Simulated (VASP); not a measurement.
Set up this calculation in VASP 6.6.1, as the native input.

```
Task                   : single point
Functional             : r2SCAN
Potentials or basis    : VASP PAW PBE potentials, release 64 (Li_sv, F)
Cutoff                 : 520 eV
k mesh                 : 10 × 10 × 10
Occupations            : gaussian, width 0.05 eV
Spin                   : no spin polarisation
Dipole correction      : no
Further INCAR settings : ALGO = Normal; EDIFF = 1e-07; NBANDS = 12
```

LiF:

```
Li F
1.0
     0.00000    1.91330    2.01400
     2.01400    0.00000    2.01400
     2.01400    1.91330    0.00000
Li F
1 1
Direct
  0.00000 0.00000 0.00000
  0.50000 0.50000 0.50000
```

This cell differs from its parent crystal: strain -0.0500 x Voigt [0, 1, 0, 0, 0, 0].

One way to write it, as run:

POSCAR

```
LiF
1.0
    0.0000000000      1.9133000000      2.0140000000
    2.0140000000      0.0000000000      2.0140000000
    2.0140000000      1.9133000000      0.0000000000
Li F
1 1
Direct
    0.0000000000      0.0000000000      0.0000000000
    0.5000000000      0.5000000000      0.5000000000
```

INCAR.step1

```
PREC     = Accurate       # precision mode
ENCUT    = 520            # plane-wave cutoff, eV
ISMEAR   = 0              # smearing method
SIGMA    = 0.05           # smearing width, eV
LREAL    = F              # projectors in reciprocal space
LASPH    = T              # aspherical terms in the spheres
NELM     = 60             # most SCF steps
NBANDS   = 12             # bands
GGA      = PE             # functional
ALGO     = Normal         # electronic algorithm
EDIFF    = 1E-4           # SCF threshold, eV
LWAVE    = T              # write WAVECAR
LCHARG   = F              # write CHGCAR
```

INCAR.step2

```
PREC     = Accurate       # precision mode
ENCUT    = 520            # plane-wave cutoff, eV
EDIFF    = 1E-7           # SCF threshold, eV
ISMEAR   = 0              # smearing method
SIGMA    = 0.05           # smearing width, eV
LREAL    = F              # projectors in reciprocal space
LASPH    = T              # aspherical terms in the spheres
NELM     = 60             # most SCF steps
ALGO     = Normal         # electronic algorithm
ISIF     = 2              # what is computed and relaxed
LWAVE    = F              # write WAVECAR
LCHARG   = F              # write CHGCAR
METAGGA  = R2SCAN         # meta-GGA
LMIXTAU  = T            
NBANDS   = 12             # bands
ISTART   = 1
```

KPOINTS

```
regular mesh
0
Gamma
  10 10 10
```

Potentials or basis: VASP PAW PBE potentials, release 64 (Li_sv, F).

Launch:

```console
$ cat potpaw_PBE.64/Li_sv/POTCAR potpaw_PBE.64/F/POTCAR > POTCAR
$ cp INCAR.step1 INCAR
$ mpirun -np 1 vasp_std > vasp.out
$ cp INCAR.step2 INCAR
$ mpirun -np 1 vasp_std > vasp.out
```

It gave:

- Band gap on the k mesh: 10.71 eV

Caveat: the cell differs from its parent crystal (strain -0.0500 x Voigt [0, 1, 0, 0, 0, 0]).

Wall time 90 s on 1 thread of Intel Xeon 8259CL (shared host), peak memory 0.14 GiB.
